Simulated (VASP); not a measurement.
# Zr2PdN4 (I4/mmm) in VASP: further runs

Runs on Zr2PdN4. Level: PBE. Tasks: single point, relaxation of cell and atoms.

Everything below comes from runs of VASP 6.6.1. Logs are shortened: lines on timing, memory, paths and dates and some standing lists are left out, and cuts for length are marked.

### 1 The cell of the first run

The structure is tetragonal, space group I4/mmm (No. 139). Conventional cell: a = 3.524 Å, b = 3.524 Å, c = 11.495 Å, α = 90.00°, β = 90.00°, γ = 90.00°. Within 3.1 Å of Zr (site symmetry 4mm) lie 9 N at 2.30 to 2.49 Å and 4 Pd at 3.01 Å. Pd (site symmetry 4/mmm) has 6 N at 1.76 Å within 2.3 Å. Within 2.3 Å of N (site symmetry mmm) lie 2 Pd at 1.76 Å. Within 2.5 Å of N (site symmetry 4mm) lie 1 Pd at 1.76 Å and 5 Zr at 2.30 to 2.49 Å and 4 N at 2.49 Å.

### 2 Single point, PBE

File INCAR:

```
SYSTEM = Zr2PdN4
PREC = Accurate
ENCUT = 520
EDIFF = 1E-6
ISMEAR = 0
SIGMA = 0.1
LREAL = .FALSE.
LASPH = .TRUE.
NELM = 80
ALGO = Normal
ISIF = 2
LWAVE = .FALSE.
LCHARG = .TRUE.
GGA = PE
LELF = .TRUE.
LVHAR = .TRUE.
NBANDS = 36
```

File KPOINTS:

```
Automatic mesh
0
G
  8 8 8
  0 0 0
```

File POSCAR:

```
Zr2PdN4
1.0
   -1.7622095029      1.7622095029      5.7472708633
    1.7622095029     -1.7622095029      5.7472708633
    1.7622095029      1.7622095029     -5.7472708633
Zr Pd N
2 1 4
Direct
    0.3537700000      0.3537700000      0.0000000000
    0.6462300000      0.6462300000      0.0000000000
    0.0000000000      0.0000000000      0.0000000000
    0.5000000000      0.0000000000      0.5000000000
    0.0000000000      0.5000000000      0.5000000000
    0.1533100000      0.1533100000      0.0000000000
    0.8466900000      0.8466900000      0.0000000000
```

Potentials or basis: VASP PAW PBE potentials, release 64 (Zr_sv, Pd, N).

The run is started by

```sh
$ cat potpaw_PBE.64/Zr_sv/POTCAR potpaw_PBE.64/Pd/POTCAR potpaw_PBE.64/N/POTCAR > POTCAR
$ mpirun -np 1 vasp_std > vasp.out
```

OUTCAR:

```text
SYSTEM = Zr2PdN4
   PREC = Accurate
   ENCUT = 520
   EDIFF = 1E-6
   ISMEAR = 0
   LREAL = .FALSE.
   LASPH = .TRUE.
   NELM = 80
   ISIF = 2
   GGA = PE

 ion  position               nearest neighbor table
   1  0.354  0.354  0.000-   6 2.30   4 2.44   5 2.44   4 2.44   5 2.44   7 2.49   7 2.49   7 2.49
                             7 2.49   3 3.01   3 3.01   3 3.01   3 3.01   2 3.36   2 3.45   2 3.45
   2  0.646  0.646  0.000-   7 2.30   5 2.44   4 2.44   4 2.44   5 2.44   6 2.49   6 2.49   6 2.49
                             6 2.49   3 3.01   3 3.01   3 3.01   3 3.01   1 3.36   1 3.45   1 3.45
   3  0.000  0.000  0.000-   4 1.76   5 1.76   5 1.76   4 1.76   6 1.76   7 1.76   2 3.01   2 3.01
                             1 3.01   1 3.01   2 3.01   1 3.01   2 3.01   1 3.01
   4  0.500  0.000  0.500-   3 1.76   3 1.76   2 2.44   1 2.44   1 2.44   2 2.44
   5  0.000  0.500  0.500-   3 1.76   3 1.76   2 2.44   1 2.44   2 2.44   1 2.44
   6  0.153  0.153  0.000-   3 1.76   1 2.30   2 2.49   2 2.49   2 2.49   2 2.49
   7  0.847  0.847  0.000-   3 1.76   2 2.30   1 2.49   1 2.49   1 2.49   1 2.49

  LATTYP: Found a body centered tetragonal cell.
 ALAT       =     3.5244190058
 C/A-ratio  =     3.2614004486

  Lattice vectors:

 A1 = (  -1.7622095029,   1.7622095029,   5.7472708633)
 A2 = (   1.7622095029,  -1.7622095029,   5.7472708633)
 A3 = (   1.7622095029,   1.7622095029,  -5.7472708633)

Analysis of symmetry for initial positions (statically):
=====================================================================
 Subroutine PRICEL returns:
 Original cell was already a primitive cell.

 Routine SETGRP: Setting up the symmetry group for a
 body centered tetragonal supercell.

 Subroutine GETGRP returns: Found 16 space group operations
 (whereof 16 operations were pure point group operations)
 out of a pool of 16 trial point group operations.

The static configuration has the point symmetry D_4h.

Analysis of symmetry for dynamics (positions and initial velocities):
=====================================================================
 Subroutine PRICEL returns:
 Original cell was already a primitive cell.

 Routine SETGRP: Setting up the symmetry group for a
 body centered tetragonal supercell.

 Subroutine GETGRP returns: Found 16 space group operations
 (whereof 16 operations were pure point group operations)
 out of a pool of 16 trial point group operations.

The dynamic configuration has the point symmetry D_4h.

 Subroutine INISYM returns: Found 16 space group operations
 (whereof 16 operations are pure point group operations),
 and found     1 'primitive' translations

----------------------------------------------------------------------------------------

                                     Primitive cell

  volume of cell :      71.3899

  direct lattice vectors                    reciprocal lattice vectors
    -1.762209503  1.762209503  5.747270863     0.000000000  0.283734709  0.086997814
     1.762209503 -1.762209503  5.747270863     0.283734709  0.000000000  0.086997814
     1.762209503  1.762209503 -5.747270863     0.283734709  0.283734709  0.000000000

  length of vectors
     6.264334525  6.264334525  6.264334525     0.296772648  0.296772648  0.401261473

  position of ions in fractional coordinates (direct lattice)
     0.353770000  0.353770000  0.000000000
     0.646230000  0.646230000  0.000000000
     0.000000000  0.000000000  0.000000000
     0.500000000  0.000000000  0.500000000
     0.000000000  0.500000000  0.500000000
     0.153310000  0.153310000  0.000000000
     0.846690000  0.846690000  0.000000000

  ion indices of the primitive-cell ions
   primitive index   ion index
                 1           1
                 2           2
                 3           3
                 4           4
                 5           5
                 6           6
                 7           7

----------------------------------------------------------------------------------------

 KPOINTS: Automatic mesh

Automatic generation of k-mesh.
 Grid dimensions read from file:
 generate k-points for:    8    8    8

 Generating k-lattice:

  Cartesian coordinates                     Fractional coordinates (reciprocal lattice)
     0.000000000  0.035466839  0.010874727     0.125000000 -0.000000000  0.000000000
     0.035466839  0.000000000  0.010874727    -0.000000000  0.125000000  0.000000000
     0.035466839  0.035466839  0.000000000     0.000000000  0.000000000  0.125000000

  Length of vectors
     0.037096581  0.037096581  0.050157684

  Shift w.r.t. Gamma in fractional coordinates (k-lattice)
     0.000000000  0.000000000  0.000000000

 Subroutine IBZKPT returns following result:
 ===========================================

 Found     59 irreducible k-points:

 Following reciprocal coordinates:
            Coordinates               Weight
  0.000000  0.000000  0.000000      1.000000
  0.125000  0.000000  0.000000      8.000000
  0.250000  0.000000  0.000000      8.000000
  0.375000  0.000000 -0.000000      8.000000
  0.500000  0.000000  0.000000      4.000000
  0.125000  0.125000  0.000000      8.000000
[... 16 lines left out ...]
  0.250000  0.125000  0.125000     16.000000
  0.375000  0.125000  0.125000      8.000000
 [... further k-points ...]
   k-points           NKPTS =     59   k-points in BZ     NKDIM =     59   number of bands    NBANDS=     36
   number of dos      NEDOS =    301   number of ions     NIONS =      7
   total plane-waves  NPLWV = 110592
   dimension x,y,z NGX =    48 NGY =   48 NGZ =   48
   dimension x,y,z NGXF=    96 NGYF=   96 NGZF=   96
   ions per type =               2   1   4
   NGX,Y,Z   is equivalent  to a cutoff of  12.74, 12.74, 12.74 a.u.
   NGXF,Y,Z  is equivalent  to a cutoff of  25.48, 25.48, 25.48 a.u.
 SYSTEM =  Zr2PdN4
   PREC   = accura    normal or accurate (medium, high low for compatibility)
   ISTART =      0    job   : 0-new  1-cont  2-samecut
   ICHARG =      2    charge: 1-file 2-atom 10-const
   ISPIN  =      1    spin polarized calculation?
   LNONCOLLINEAR =      F non collinear calculations
   LSORBIT =      F    spin-orbit coupling
   LASPH  =      T    aspherical Exc in radial PAW
   ENCUT  =  520.0 eV  38.22 Ry    6.18 a.u.  11.65 11.65 11.65*2*pi/ulx,y,z
   NELM   =     80;   NELMIN=  2; NELMDL= -5     # of ELM steps
   EDIFF  = 0.1E-05   stopping-criterion for ELM
   LREAL  =      F    real-space projection
   EDIFFG = 0.1E-04   stopping-criterion for IOM
   NSW    =      0    number of steps for IOM
   IBRION =     -1    ionic relax: 0-MD 1-quasi-New 2-CG
   NFREE  =      0    steps in history (QN), initial steepest desc. (CG)
   ISIF   =      2    stress and relaxation
   ISYM   =      2    0-nonsym 1-usesym 2-fastsym
   POTIM  = 0.5000    time-step for ionic-motion
   TEBEG  =    0.0;   TEEND  =   0.0 temperature during run
   PSTRESS=    0.0 pullay stress
   NELECT =      54.0000    total number of electrons
   NUPDOWN=      -1.0000    fix difference up-down
   EMIN   =  10.00;   EMAX   =-10.00  energy-range for DOS
   EFERMI =   0.00;   METHOD = LEGACY
   ISMEAR =     0;   SIGMA  =   0.10  broadening in eV -4-tet -1-fermi 0-gaus
   EFERMI_NEDOS =   21; number of points for ismear=-14 and -15
   IALGO  =     38    algorithm
   IMIX   =      4    mixing-type and parameters
     AMIX     =   0.40;   BMIX     =  1.00
     AMIX_MAG =   1.60;   BMIX_MAG =  1.00
  volume/ion in A,a.u.               =      10.20        68.82
  Fermi-wavevector in a.u.,A,eV,Ry     =   1.491628  2.818768 30.272335  2.224954
  Thomas-Fermi vector in A             =   2.604259
   LORBIT       =      0    0 simple, 1 ext, 2 COOP (PROOUT), +10 PAW based schemes
   GGA     = PE    functional components
   LHFCALC =     F    Hartree Fock is set to
   AEXX    =    0.0000 exact exchange contribution
   IVDW    =     0    specifies the selected vdW correction
   LEPSILON=     F    determine dielectric tensor
   LRPA    =     F    only Hartree local field effects (RPA)
 non-spin polarized calculation
 Gauss-broadening in eV      SIGMA  =   0.10
  energy-cutoff  :      520.00
  volume of cell :       71.39
 maximum number of plane-waves:      1954
   NGX = 23   NGY = 23   NGZ = 23

 number of electron      54.0000000 magnetization

 Free energy of the ion-electron system (eV)
  ---------------------------------------------------
  ext. energy  EPLUGINS =         0.00000000
  ---------------------------------------------------
  free energy    TOTEN  =       -51.87351189 eV

  energy without entropy =      -51.86290387  energy(sigma->0) =      -51.86820788

 E-fermi :  11.4866     XC(G=0): -12.9382

 val. band max:       11.4832607216   @ k =  -0.1250  -0.2500   0.1250
 cond. band min:      11.4873394347   @ k =   0.5000   0.5000   0.3750
 fundamental gap:      0.0040787131
 Fermi energy:        11.4866082305

 k-point     1 :       0.0000    0.0000    0.0000
  band No.  band energies     occupation
      1     -37.9887      2.00000
      2     -37.9333      2.00000
      3     -16.2937      2.00000
      4     -15.9285      2.00000
      5     -15.9285      2.00000
      6     -15.8530      2.00000
[... 28 lines left out ...]
     35      14.0843      0.00000
     36      14.2154      0.00000

 k-point     2 :       0.1250    0.0000    0.0000
  band No.  band energies     occupation
      1     -37.9844      2.00000
      2     -37.9330      2.00000
      3     -16.2741      2.00000
      4     -15.9837      2.00000
      5     -15.9211      2.00000
      6     -15.9008      2.00000
[... 28 lines left out ...]
     35      14.7157      0.00000
     36      14.7205      0.00000

 k-point     3 :       0.2500    0.0000    0.0000
  band No.  band energies     occupation
      1     -37.9731      2.00000
      2     -37.9329      2.00000
      3     -16.2361      2.00000
      4     -16.0998      2.00000
      5     -15.9936      2.00000
      6     -15.9028      2.00000
[... 28 lines left out ...]
     35      15.4380      0.00000
     36      15.8250      0.00000

 k-point     4 :       0.3750    0.0000   -0.0000
  band No.  band energies     occupation
      1     -37.9596      2.00000
      2     -37.9349      2.00000
      3     -16.2386      2.00000
      4     -16.2141      2.00000
      5     -16.0205      2.00000
      6     -15.8834      2.00000
[... 28 lines left out ...]
     35      16.2491      0.00000
     36      16.7200      0.00000

 k-point     5 :       0.5000    0.0000    0.0000
  band No.  band energies     occupation
      1     -37.9520      2.00000
      2     -37.9378      2.00000
      3     -16.2623      2.00000
      4     -16.2565      2.00000
      5     -16.0030      2.00000
      6     -15.8746      2.00000
[... 655 lines left out ...]
 k-point    22 :       0.1250    0.1250    0.1250
  band No.  band energies     occupation
      1     -37.9611      2.00000
      2     -37.9291      2.00000
      3     -16.1967      2.00000
      4     -16.0722      2.00000
      5     -16.0562      2.00000
      6     -15.9980      2.00000
[... 28 lines left out ...]
     35      15.6654      0.00000
     36      16.3332      0.00000

 k-point    23 :       0.2500    0.1250    0.1250
  band No.  band energies     occupation
      1     -37.9501      2.00000
      2     -37.9290      2.00000
      3     -16.1920      2.00000
      4     -16.1663      2.00000
      5     -16.0634      2.00000
      6     -15.9874      2.00000
[... 28 lines left out ...]
     35      16.1496      0.00000
     36      16.4318      0.00000

 k-point    24 :       0.3750    0.1250    0.1250
  band No.  band energies     occupation
      1     -37.9444      2.00000
      2     -37.9301      2.00000
      3     -16.2124      2.00000
      4     -16.2032      2.00000
      5     -16.0555      2.00000
      6     -15.9658      2.00000
[... 28 lines left out ...]
     35      16.1471      0.00000
     36      16.1936      0.00000

 [... further k-points ...]

------------------------ aborting loop because EDIFF is reached ----------------------------------------

  FORCE on cell =-STRESS in cart. coord.  units (eV):
  Direction    XX          YY          ZZ          XY          YZ          ZX
  --------------------------------------------------------------------------------------
  -------------------------------------------------------------------------------------
  Total       27.2019885     27.2019885     22.2120409      0.0000000     -0.0000000     -0.0000000
  in kB      610.4843024    610.4843024    498.4967286      0.0000000     -0.0000000     -0.0000000
  external PRESSURE =     573.1551111 kB  Pullay stress =       0.0000000 kB

 VOLUME and BASIS-vectors are now :
 -----------------------------------------------------------------------------
  energy-cutoff  :      520.00
  volume of cell :       71.39
      direct lattice vectors                 reciprocal lattice vectors
    -1.762209503  1.762209503  5.747270863     0.000000000  0.283734709  0.086997814
     1.762209503 -1.762209503  5.747270863     0.283734709  0.000000000  0.086997814
     1.762209503  1.762209503 -5.747270863     0.283734709  0.283734709  0.000000000

 POSITION                                       TOTAL-FORCE (eV/Angst)
 -----------------------------------------------------------------------------------
      0.00000      0.00000      4.06642        -0.000000     -0.000000      0.990214
      0.00000      0.00000      7.42812        -0.000000     -0.000000     -0.990214
      0.00000      0.00000      0.00000        -0.000000     -0.000000     -0.000000
      0.00000      1.76221      0.00000        -0.000000     -0.000000     -0.000000
      1.76221      0.00000      0.00000        -0.000000     -0.000000     -0.000000
      0.00000      0.00000      1.76223         0.000000      0.000000     10.830753
      0.00000      0.00000      9.73231         0.000000      0.000000    -10.830753
 -----------------------------------------------------------------------------------
    total drift:                               -0.000000      0.000000      0.000000

  FREE ENERGIE OF THE ION-ELECTRON SYSTEM (eV)
  ---------------------------------------------------
  free  energy   TOTEN  =       -51.8735118918 eV

  energy  without entropy=      -51.8629038698  energy(sigma->0) =      -51.86820788
```

Run time: 3.6 min. Hardware: 1 thread of AMD EPYC 9R45 (Zen 5), shared host; peak memory 0.37 GiB.

What came out:

| Item | Value |
| --- | --- |
| Free energy | -51.8735 eV |
| Pressure | 57.3 GPa |
| Largest force | 10.831 eV/Å |
| Band gap on the k mesh | zero (bands 27 and 28 overlap by 0.75 eV) |

Forces on the atoms (eV/Å):
```
Zr    0.000   0.000   0.990
Zr    0.000   0.000  -0.990
Pd    0.000   0.000   0.000
N     0.000   0.000   0.000
N     0.000   0.000   0.000
N     0.000   0.000  10.831
N     0.000   0.000 -10.831
```

Caveat: the stress differs along the axes, from 50 to 61 GPa; forces of over 1 eV/Å act on the atoms, so gaps and moduli don't describe the material at rest.

### 3 Single point, PBE

This run uses another cell than the first one, of 11.94 Å³/atom.

File INCAR:

```
ALGO     = Normal         # electronic algorithm
EDIFF    = 1E-7           # SCF threshold, eV
ENCUT    = 520            # plane-wave cutoff, eV
GGA      = PE             # functional
ISIF     = 2              # what is computed and relaxed
ISMEAR   = 0              # smearing method
LASPH    = True           # aspherical terms in the spheres
LCHARG   = False          # write CHGCAR
LREAL    = False          # projectors in reciprocal space
LWAVE    = False          # write WAVECAR
NBANDS   = 36             # bands
NELM     = 80             # most SCF steps
PREC     = Accurate       # precision mode
SIGMA    = 0.1            # smearing width, eV
```

File KPOINTS:

```
k-points
0
Gamma
  8 8 8
```

File POSCAR:

```
Zr2PdN4
1.0
   -1.9389541700      1.9389541700      5.5563451051
    1.9389541700     -1.9389541700      5.5563451051
    1.9389541700      1.9389541700     -5.5563451051
Zr Pd N
2 1 4
Direct
    0.3606829100      0.3606829100      0.0000000000
    0.6393170900      0.6393170900      0.0000000000
    0.0000000000      0.0000000000      0.0000000000
    0.5000000000      0.0000000000      0.5000000000
    0.0000000000      0.5000000000      0.5000000000
    0.1823780333      0.1823780333      0.0000000000
    0.8176219667      0.8176219667      0.0000000000
```

Potentials or basis: VASP PAW PBE potentials, release 64 (Zr_sv, Pd, N).

The run is started by

```sh
$ cat potpaw_PBE.64/Zr_sv/POTCAR potpaw_PBE.64/Pd/POTCAR potpaw_PBE.64/N/POTCAR > POTCAR
$ mpirun -np 1 vasp_std > vasp.out
```

Run time: 4.1 min. Hardware: 1 thread of AMD EPYC 9R45 (Zen 5), shared host; peak memory 0.39 GiB.

Results (log left out):

* Free energy: -56.8923 eV
* Pressure: 0.1 GPa
* Largest force: 0.043 eV/Å
* Band gap on the k mesh: zero (bands 27 and 28 overlap by 0.70 eV)

Forces on the atoms (eV/Å):
```
Zr   0.000  0.000  0.043
Zr   0.000  0.000 -0.043
Pd   0.000  0.000  0.000
N    0.000  0.000  0.000
N    0.000  0.000  0.000
N    0.000  0.000 -0.034
N    0.000  0.000  0.034
```

Stress tensor (GPa, compression positive):
```
0.00 0.00 0.00
0.00 0.00 0.00
0.00 0.00 0.24
```

Levels at points of the mesh, in eV from the Fermi level:
| k point | band 24 | band 25 | band 26 | band 27 | band 28 | band 29 | band 30 | band 31 |
| --- | --- | --- | --- | --- | --- | --- | --- | --- |
| (0.00, 0.00, 0.00) | -1.44 | -1.27 | -1.05 | -0.47 | -0.42 | -0.42 | 2.12 | 2.24 |
| (0.50, 0.00, 0.00) | -1.53 | -1.41 | -0.45 | -0.43 | 0.43 | 3.06 | 3.15 | 3.47 |
| (0.50, 0.50, 0.00) | -0.59 | -0.30 | -0.06 | 0.28 | 2.40 | 2.51 | 3.10 | 3.10 |
| (0.50, 0.50, 0.50) | -1.40 | -0.71 | -0.71 | -0.07 | -0.07 | 1.03 | 1.20 | 1.90 |

(Continued in part 2 of 2.)

The gap in the log of VASP goes by the Fermi energy; the results here count the filled bands.